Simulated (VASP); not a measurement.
# Pd (R-3m) in VASP: notebook

Runs on Pd. Level: PBEsol. Tasks: single point, relaxation of cell and atoms.

Everything below comes from runs of VASP 6.6.1. Logs are shortened: lines on timing, memory, paths and dates and some standing lists are left out, and cuts for length are marked.

## (1) The cell of the first run

It takes space group R-3m (No. 166, trigonal). The conventional cell has a = 2.722 Å, b = 2.722 Å, c = 20.390 Å, α = 90.00°, β = 90.00°, γ = 120.00°. Pd (site symmetry -3m) has 12 Pd at 2.72 to 2.75 Å within 3.6 Å. Within 3.6 Å of Pd (site symmetry 3m) lie 12 Pd at 2.72 to 2.76 Å.

## (2) Single point, PBEsol

INCAR reads:

```
SYSTEM = Pd
ALGO = Normal
EDIFF = 1E-6
ENCUT = 500
GGA = PS
GGA_COMPAT = .False.
ISIF = 2
ISMEAR = 0
LASPH = .True.
LCHARG = .True.
LELF = .True.
LREAL = .False.
LVHAR = .True.
LWAVE = .False.
NBANDS = 22
NELM = 120
PREC = Accurate
SIGMA = 0.1
```

KPOINTS reads:

```
k-points
0
Gamma
  6 6 6
  0 0 0
```

POSCAR reads:

```
Pd
1.0
    1.3610687453      0.7858134065      6.7965647420
   -1.3610687453      0.7858134065      6.7965647420
    0.0000000000     -1.5716268129      6.7965647420
Pd
3
Direct
    0.0000000000      0.0000000000      0.0000000000
    0.2224357367      0.2224357367      0.2224357367
    0.7775642633      0.7775642633      0.7775642633
```

Potentials or basis: VASP PAW PBE potentials, release 64 (Pd).

On the command line:

```sh
cat potpaw_PBE.64/Pd/POTCAR > POTCAR
mpirun -np 1 vasp_std > vasp.out
```

OUTCAR:

```text
SYSTEM = Pd
   EDIFF = 1E-6
   ENCUT = 500
   GGA = PS
   ISIF = 2
   ISMEAR = 0
   LASPH = .True.
   LREAL = .False.
   NELM = 120
   PREC = Accurate

 ion  position               nearest neighbor table
   1  0.000  0.000  0.000-   3 2.75   2 2.75   3 2.75   3 2.75   2 2.75   2 2.75
   2  0.222  0.222  0.222-   1 2.75   1 2.75   1 2.75   3 2.76   3 2.76   3 2.76
   3  0.778  0.778  0.778-   1 2.75   1 2.75   1 2.75   2 2.76   2 2.76   2 2.76

  LATTYP: Found a trigonal (rhomboedric) cell.
 ALAT       =     6.9759087674
 COS(alpha) =     0.9238642669

  Lattice vectors:

 A1 = (   1.3610687453,   0.7858134065,   6.7965647420)
 A2 = (  -1.3610687453,   0.7858134065,   6.7965647420)
 A3 = (   0.0000000000,  -1.5716268129,   6.7965647420)

Analysis of symmetry for initial positions (statically):
=====================================================================
 Subroutine PRICEL returns:
 Original cell was already a primitive cell.

 Routine SETGRP: Setting up the symmetry group for a
 trigonal (rhombohedral) supercell.

 Subroutine GETGRP returns: Found 12 space group operations
 (whereof 12 operations were pure point group operations)
 out of a pool of 12 trial point group operations.

The static configuration has the point symmetry D_3d.

Analysis of symmetry for dynamics (positions and initial velocities):
=====================================================================
 Subroutine PRICEL returns:
 Original cell was already a primitive cell.

 Routine SETGRP: Setting up the symmetry group for a
 trigonal (rhombohedral) supercell.

 Subroutine GETGRP returns: Found 12 space group operations
 (whereof 12 operations were pure point group operations)
 out of a pool of 12 trial point group operations.

The dynamic configuration has the point symmetry D_3d.

 Subroutine INISYM returns: Found 12 space group operations
 (whereof 12 operations are pure point group operations),
 and found     1 'primitive' translations

----------------------------------------------------------------------------------------

                                     Primitive cell

  volume of cell :      43.6154

  direct lattice vectors                    reciprocal lattice vectors
     1.361068745  0.785813406  6.796564742     0.367358373  0.212094456  0.049044384
    -1.361068745  0.785813406  6.796564742    -0.367358373  0.212094456  0.049044384
     0.000000000 -1.571626813  6.796564742     0.000000000 -0.424188911  0.049044384

  length of vectors
[... 79 lines left out ...]
   LNONCOLLINEAR =      F non collinear calculations
   LSORBIT =      F    spin-orbit coupling
   LASPH  =      T    aspherical Exc in radial PAW
   ENCUT  =  500.0 eV  36.75 Ry    6.06 a.u.  12.72 12.72 12.72*2*pi/ulx,y,z
   NELM   =    120;   NELMIN=  2; NELMDL= -5     # of ELM steps
   EDIFF  = 0.1E-05   stopping-criterion for ELM
   LREAL  =      F    real-space projection
   EDIFFG = 0.1E-04   stopping-criterion for IOM
   NSW    =      0    number of steps for IOM
   IBRION =     -1    ionic relax: 0-MD 1-quasi-New 2-CG
   NFREE  =      0    steps in history (QN), initial steepest desc. (CG)
   ISIF   =      2    stress and relaxation
   ISYM   =      2    0-nonsym 1-usesym 2-fastsym
   POTIM  = 0.5000    time-step for ionic-motion
   TEBEG  =    0.0;   TEEND  =   0.0 temperature during run
   PSTRESS=    0.0 pullay stress
   NELECT =      30.0000    total number of electrons
   NUPDOWN=      -1.0000    fix difference up-down
   EMIN   =  10.00;   EMAX   =-10.00  energy-range for DOS
   EFERMI =   0.00;   METHOD = LEGACY
   ISMEAR =     0;   SIGMA  =   0.10  broadening in eV -4-tet -1-fermi 0-gaus
   EFERMI_NEDOS =   21; number of points for ismear=-14 and -15
   IALGO  =     38    algorithm
   IMIX   =      4    mixing-type and parameters
     AMIX     =   0.40;   BMIX     =  1.00
     AMIX_MAG =   1.60;   BMIX_MAG =  1.00
  volume/ion in A,a.u.               =      14.54        98.11
  Fermi-wavevector in a.u.,A,eV,Ry     =   1.445113  2.730868 28.413754  2.088352
  Thomas-Fermi vector in A             =   2.563332
   LORBIT       =      0    0 simple, 1 ext, 2 COOP (PROOUT), +10 PAW based schemes
   GGA     = PS    functional components
   LHFCALC =     F    Hartree Fock is set to
   AEXX    =    0.0000 exact exchange contribution
   IVDW    =     0    specifies the selected vdW correction
   LEPSILON=     F    determine dielectric tensor
   LRPA    =     F    only Hartree local field effects (RPA)
 non-spin polarized calculation
 Gauss-broadening in eV      SIGMA  =   0.10
  energy-cutoff  :      500.00
  volume of cell :       43.62
 maximum number of plane-waves:      1130
 NGX is ok and might be reduce to    54
   NGX = 25   NGY = 25   NGZ = 25

 number of electron      29.9999996 magnetization

 Free energy of the ion-electron system (eV)
  ---------------------------------------------------
  ext. energy  EPLUGINS =         0.00000000
  ---------------------------------------------------
  free energy    TOTEN  =       -17.88677522 eV

  energy without entropy =      -17.86185734  energy(sigma->0) =      -17.87431628

 E-fermi :   9.8583     XC(G=0): -13.4740

 val. band max:        9.8285317888   @ k =  -0.3333   0.3333   0.3333
 cond. band min:       9.8727066457   @ k =   0.5000   0.0000   0.0000
 fundamental gap:      0.0441748570
 Fermi energy:         9.8582575199

 k-point     1 :       0.0000    0.0000    0.0000
  band No.  band energies     occupation
      1       2.5135      2.00000
      2       4.4627      2.00000
      3       4.4691      2.00000
      4       6.8075      2.00000
      5       6.9121      2.00000
      6       6.9121      2.00000
[... 589 lines left out ...]
     21      20.5790      0.00000
     22      20.7689      0.00000

 [... further k-points ...]
[... 5 lines left out ...]
  --------------------------------------------------------------------------------------
  -------------------------------------------------------------------------------------
  Total       -0.1078766     -0.1078766     -0.0856855      0.0000000     -0.0000000     -0.0000000
  in kB       -3.9627599     -3.9627599     -3.1475873      0.0000000     -0.0000000     -0.0000000
  external PRESSURE =      -3.6910357 kB  Pullay stress =       0.0000000 kB

 VOLUME and BASIS-vectors are now :
 -----------------------------------------------------------------------------
  energy-cutoff  :      500.00
  volume of cell :       43.62
      direct lattice vectors                 reciprocal lattice vectors
     1.361068745  0.785813406  6.796564742     0.367358373  0.212094456  0.049044384
    -1.361068745  0.785813406  6.796564742    -0.367358373  0.212094456  0.049044384
     0.000000000 -1.571626813  6.796564742     0.000000000 -0.424188911  0.049044384

 POSITION                                       TOTAL-FORCE (eV/Angst)
 -----------------------------------------------------------------------------------
      0.00000      0.00000      0.00000         0.000000      0.000000     -0.000000
      0.00000      0.00000      4.53540         0.000000     -0.000000     -0.001170
      0.00000      0.00000     15.85430         0.000000      0.000000      0.001170
 -----------------------------------------------------------------------------------
    total drift:                               -0.000000      0.000000     -0.000000

  FREE ENERGIE OF THE ION-ELECTRON SYSTEM (eV)
  ---------------------------------------------------
  free  energy   TOTEN  =       -17.8867752170 eV

  energy  without entropy=      -17.8618573393  energy(sigma->0) =      -17.87431628
```

Wall time 94 s (1 thread of Intel Xeon 6975P-C (Granite Rapids), shared host); peak memory 0.37 GiB.

What came out:

```yaml
Free_energy: -17.8868 eV
Pressure: -0.4 GPa
Band_gap_on_the_k_mesh: zero (bands 15 and 16 overlap by 1.08 eV)
```

Stress tensor (GPa, compression positive):
```
-0.40  0.00  0.00
 0.00 -0.40  0.00
 0.00  0.00 -0.31
```

Levels at points of the mesh, in eV from the Fermi level:
```
           k point  band 14  band 15  band 16  band 17  band 18  band 19
(0.00, 0.00, 0.00)    -1.57    -0.61    -0.61    -0.41    -0.41    11.13
(0.50, 0.00, 0.00)     0.15     0.17     1.76     3.37     4.01     8.40
(0.50, 0.50, 0.00)     0.10     0.21     1.75     2.97     4.31     7.91
(0.50, 0.50, 0.50)    -1.07    -1.07    -0.18    -0.18     0.73     7.08
```

Caveat: the k points lie up to 0.45 Å⁻¹ apart, too coarse for converged energies and pressures of a metal; the PAW data sets were made with another functional, which shifts forces and pressure a little.

## (3) Single point, PBEsol

This run uses another cell than the first one, of 14.59 Å³/atom.

INCAR reads:

```
PREC = Accurate
ENCUT = 500
EDIFF = 1E-6
ISMEAR = 0
SIGMA = 0.1
LREAL = F
LASPH = T
NELM = 120
ALGO = Normal
ISIF = 2
LWAVE = F
LCHARG = T
GGA = PS
LELF = T
LVHAR = T
NBANDS = 22
GGA_COMPAT = F
```

KPOINTS reads:

```
Automatic mesh
0
Gamma
  9 9 9
```

POSCAR reads:

```
Pd
1.0
    1.3662295237      0.7887929833      6.7694326063
   -1.3662295237      0.7887929833      6.7694326063
    0.0000000000     -1.5775859665      6.7694326063
Pd
3
Direct
    0.0000000000      0.0000000000      0.0000000000
    0.2223919222      0.2223919222      0.2223919222
    0.7776080778      0.7776080778      0.7776080778
```

Potentials or basis: VASP PAW PBE potentials, release 64 (Pd).

On the command line:

```sh
cat potpaw_PBE.64/Pd/POTCAR > POTCAR
mpirun -np 1 vasp_std > vasp.out
```

Wall time 4 min (1 thread of Intel Xeon 6975P-C (Granite Rapids), shared host); peak memory 0.4 GiB.

It converged, with:

```
Free energy            : -17.8381 eV
Pressure               : -0.4 GPa
Largest force          : 0.005 eV/Å
Band gap on the k mesh : zero (bands 15 and 16 overlap by 1.18 eV)
```

Forces in eV/Å, atoms in the order of the input:
```
Pd   0.000  0.000  0.000
Pd   0.000  0.000  0.005
Pd   0.000  0.000 -0.005
```

Stress tensor (GPa, compression positive):
```
-0.31  0.00  0.00
 0.00 -0.31  0.00
 0.00  0.00 -0.45
```

Levels at points of the mesh, in eV from the Fermi level:
```tsv
k point	band 13	band 14	band 15	band 16	band 17	band 18	band 19	band 20
(0.00, 0.00, 0.00)	-1.58	-1.58	-0.61	-0.61	-0.40	-0.40	11.25	11.34
```

Caveat: the PAW data sets were made with another functional, which shifts forces and pressure a little.

## (4) Single point, PBEsol

This run uses another cell than the first one, of 17.46 Å³/atom.

INCAR reads:

```
SYSTEM = Pd
PREC = Accurate
ENCUT = 500
EDIFF = 1E-6
ISMEAR = 0
SIGMA = 0.1
LREAL = .False.
LASPH = .True.
NELM = 120
ALGO = Normal
ISIF = 2
LWAVE = .False.
LCHARG = .True.
GGA = PS
LELF = .True.
LVHAR = .True.
NBANDS = 22
GGA_COMPAT = .False.
```

KPOINTS reads:

```
Automatic mesh
0
Gamma
  9 9 9
  0 0 0
```

POSCAR reads:

```
Pd
1.0
    1.4626119918      0.8444394272      7.0687119811
   -1.4626119918      0.8444394272      7.0687119811
    0.0000000000     -1.6888788544      7.0687119811
Pd
3
Direct
    0.0000000000      0.0000000000      0.0000000000
    0.2222200000      0.2222200000      0.2222200000
    0.7777800000      0.7777800000      0.7777800000
```

Potentials or basis: VASP PAW PBE potentials, release 64 (Pd).

On the command line:

```sh
cat potpaw_PBE.64/Pd/POTCAR > POTCAR
mpirun -np 1 vasp_std > vasp.out
```

OUTCAR:

```text
SYSTEM = Pd
   PREC = Accurate
   ENCUT = 500
   EDIFF = 1E-6
   ISMEAR = 0
   LREAL = .False.
   LASPH = .True.
   NELM = 120
   ISIF = 2
   GGA = PS

 ion  position               nearest neighbor table
   1  0.000  0.000  0.000-   3 2.90   3 2.90   2 2.90   2 2.90   3 2.90   2 2.90
   2  0.222  0.222  0.222-   3 2.90   3 2.90   3 2.90   1 2.90   1 2.90   1 2.90
   3  0.778  0.778  0.778-   2 2.90   2 2.90   2 2.90   1 2.90   1 2.90   1 2.90

  LATTYP: Found a trigonal (rhomboedric) cell.
 ALAT       =     7.2676681856
 COS(alpha) =     0.9189975651
[... 198 lines left out ...]
      6       4.9082      2.00000
[... 589 lines left out ...]
     21      17.2632      0.00000
     22      18.4060      0.00000

 [... further k-points ...]
[... 5 lines left out ...]
  --------------------------------------------------------------------------------------
  -------------------------------------------------------------------------------------
  Total       -7.4374558     -7.4374558     -7.0012959      0.0000000      0.0000000     -0.0000000
  in kB     -227.4813562   -227.4813562   -214.1410093      0.0000000      0.0000000     -0.0000000
  external PRESSURE =    -223.0345739 kB  Pullay stress =       0.0000000 kB

 VOLUME and BASIS-vectors are now :
 -----------------------------------------------------------------------------
  energy-cutoff  :      500.00
  volume of cell :       52.38
      direct lattice vectors                 reciprocal lattice vectors
     1.462611992  0.844439427  7.068711981     0.341854164  0.197369594  0.047156163
    -1.462611992  0.844439427  7.068711981    -0.341854164  0.197369594  0.047156163
     0.000000000 -1.688878854  7.068711981     0.000000000 -0.394739187  0.047156163

 POSITION                                       TOTAL-FORCE (eV/Angst)
 -----------------------------------------------------------------------------------
      0.00000      0.00000      0.00000         0.000000     -0.000000      0.000000
      0.00000      0.00000      4.71243        -0.000000     -0.000000      0.052553
      0.00000      0.00000     16.49371        -0.000000      0.000000     -0.052553
 -----------------------------------------------------------------------------------
    total drift:                                0.000000     -0.000000      0.000000

  FREE ENERGIE OF THE ION-ELECTRON SYSTEM (eV)
  ---------------------------------------------------
  free  energy   TOTEN  =       -17.0956069599 eV

  energy  without entropy=      -17.0399338909  energy(sigma->0) =      -17.06777043
```

OSZICAR:

```text
N       E                     dE             d eps       ncg     rms          rms(c)
DAV:   1     0.171124653458E+03    0.17112E+03   -0.14419E+04  3740   0.125E+03
DAV:   2    -0.143260113767E+02   -0.18545E+03   -0.17323E+03  3944   0.283E+02
DAV:   3    -0.180362445158E+02   -0.37102E+01   -0.36491E+01  4460   0.436E+01
DAV:   4    -0.180683402233E+02   -0.32096E-01   -0.32062E-01  4238   0.392E+00
DAV:   5    -0.180688996878E+02   -0.55946E-03   -0.55946E-03  4496   0.581E-01    0.936E+00
DAV:   6    -0.171184299506E+02    0.95047E+00   -0.33568E+00  3950   0.153E+01    0.407E+00
DAV:   7    -0.171926832467E+02   -0.74253E-01   -0.79776E-01  4280   0.609E+00    0.379E+00
DAV:   8    -0.171250301157E+02    0.67653E-01   -0.10276E+00  4096   0.737E+00    0.261E+00
DAV:   9    -0.170989707460E+02    0.26059E-01   -0.24431E-01  4096   0.301E+00    0.555E-01
DAV:  10    -0.170960123798E+02    0.29584E-02   -0.91194E-03  4144   0.604E-01    0.177E-01
DAV:  11    -0.170957317491E+02    0.28063E-03   -0.41096E-04  4274   0.122E-01    0.118E-01
DAV:  12    -0.170956079289E+02    0.12382E-03   -0.58539E-04  4458   0.132E-01    0.205E-02
DAV:  13    -0.170956139815E+02   -0.60526E-05   -0.27246E-05  4058   0.400E-02    0.307E-02
DAV:  14    -0.170956069746E+02    0.70068E-05   -0.44468E-05  2986   0.373E-02    0.345E-03
DAV:  15    -0.170956069599E+02    0.14692E-07   -0.11132E-06  2242   0.722E-03
   1 F= -.17095607E+02 E0= -.17067770E+02  d E =-.556731E-01
```

stdout:

```text
POSCAR found type information on POSCAR Pd
 POSCAR found :  1 types and       3 ions
 scaLAPACK will be used
 -----------------------------------------------------------------------------
|                                                                             |
|                                                                             |
|     You enforced a specific xc type in the INCAR file but a different       |
|     I HOPE YOU KNOW WHAT YOU ARE DOING!                                     |
|                                                                             |
 -----------------------------------------------------------------------------

 LDA part: xc-table for (Slater+PW92), standard interpolation
 POSCAR, INCAR and KPOINTS ok, starting setup
 FFT: planning ... GRIDC
 FFT: planning ... GRID_SOFT
 FFT: planning ... GRID
 WAVECAR not read
 entering main loop
```

It took 4.1 min on 1 thread of Intel Xeon 6975P-C (Granite Rapids), shared host; peak memory 0.37 GiB.

Results:

```
Free energy            : -17.0956 eV
Pressure               : -22.3 GPa
Largest force          : 0.053 eV/Å
Band gap on the k mesh : zero (bands 15 and 16 overlap by 0.87 eV)
```

Forces in eV/Å, atoms in the order of the input:
```
Pd   0.000  0.000  0.000
Pd   0.000  0.000  0.053
Pd   0.000  0.000 -0.053
```

Caveat: the cell stands under tension; the PAW data sets were made with another functional, which shifts forces and pressure a little.

## (5) Relaxation of cell and atoms, PBEsol

This run uses another cell than the first one, of 17.46 Å³/atom.

INCAR reads:

```
SYSTEM = Pd
PREC = Accurate ; ENCUT = 500
EDIFF = 1E-7 ; ISMEAR = 0
SIGMA = 0.1 ; LREAL = .False.
LASPH = .True. ; NELM = 120
ALGO = Normal ; ISIF = 3
LWAVE = .False. ; LCHARG = .False.
GGA = PS ; IBRION = 2
NSW = 90 ; EDIFFG = -0.04
GGA_COMPAT = .False. ; NELMIN = 4
```

KPOINTS reads:

```
Automatic mesh
0
Gamma
  6 6 6
  0 0 0
```

POSCAR is that of step 4.

On the command line:

```sh
cat potpaw_PBE.64/Pd/POTCAR > POTCAR
mpirun -np 1 vasp_std > vasp.out
```

Run time: 9.1 min. Hardware: 1 thread of Intel Xeon 6975P-C (Granite Rapids), shared host; peak memory 0.43 GiB.

It converged, with:

* Free energy: -17.8933 eV
* Relaxed volume: 14.51 Å³/atom
* Relaxed cell: a = 6.971 Å, b = 6.971 Å, c = 6.971 Å, α = 22.50°, β = 22.50°, γ = 22.50°
* Space group after relaxing (to 0.1 Å): R-3m (No. 166)
* Energy gained by relaxing: 263.8 meV/atom
* Ionic steps: 10
* Pressure after relaxing: 0.0 GPa
* Largest force after relaxing: 0.018 eV/Å
* Band gap on the k mesh: zero (bands 15 and 16 overlap by 1.09 eV)

Forces in eV/Å, atoms in the order of the input:
```
Pd   0.000  0.000  0.000
Pd   0.000  0.000 -0.018
Pd   0.000  0.000  0.018
```

The path:
| step | energy change (eV) | largest force (eV/Å) | pressure (GPa) | volume (Å³) |
| --- | --- | --- | --- | --- |
| 1 | 0.0000 | 0.0616 | -22.83 | 52.38 |
| 2 | 0.5982 | 0.0244 | 69.73 | 35.69 |
| 3 | -0.7789 | 0.0666 | -1.59 | 43.86 |
| 4 | -0.7807 | 0.0667 | -0.42 | 43.61 |
| 5 | -0.7809 | 0.0665 | 0.36 | 43.45 |
| 6 | -0.7899 | 0.0047 | 0.45 | 43.42 |
| 7 | -0.7912 | 0.0276 | 0.57 | 43.40 |
| 8 | -0.7912 | 0.0259 | 0.56 | 43.40 |
| 9 | -0.7908 | 0.0051 | -0.93 | 43.71 |
| 10 | -0.7914 | 0.0178 | -0.02 | 43.52 |

Final structure:
```
Pd
1.0
     1.36003    0.78522    6.79176
    -1.36003    0.78522    6.79176
     0.00000   -1.57043    6.79176
Pd
3
Direct
  0.00000 0.00000 0.00000
  0.22248 0.22248 0.22248
  0.77752 0.77752 0.77752
```

Levels at points of the mesh, in eV from the Fermi level:
| k point | band 13 | band 14 | band 15 | band 16 | band 17 | band 18 | band 19 |
| --- | --- | --- | --- | --- | --- | --- | --- |
| (0.00, 0.00, 0.00) | -1.57 | -1.57 | -0.62 | -0.62 | -0.41 | -0.41 | 11.14 |
| (0.50, 0.00, 0.00) | 0.11 | 0.15 | 0.17 | 1.75 | 3.37 | 4.02 | 8.42 |
| (0.50, 0.50, 0.00) | 0.10 | 0.10 | 0.22 | 1.75 | 2.97 | 4.32 | 7.93 |
| (0.50, 0.50, 0.50) | -1.31 | -1.08 | -1.08 | -0.18 | -0.18 | 0.72 | 7.10 |

Caveat: the k points lie up to 0.45 Å⁻¹ apart in the final cell, too coarse for converged energies and pressures of a metal; the volume moved by over 15 % at a fixed basis, so the end points are rough; the PAW data sets were made with another functional, which shifts forces and pressure a little.

(Part 1 of 2 ends here.)
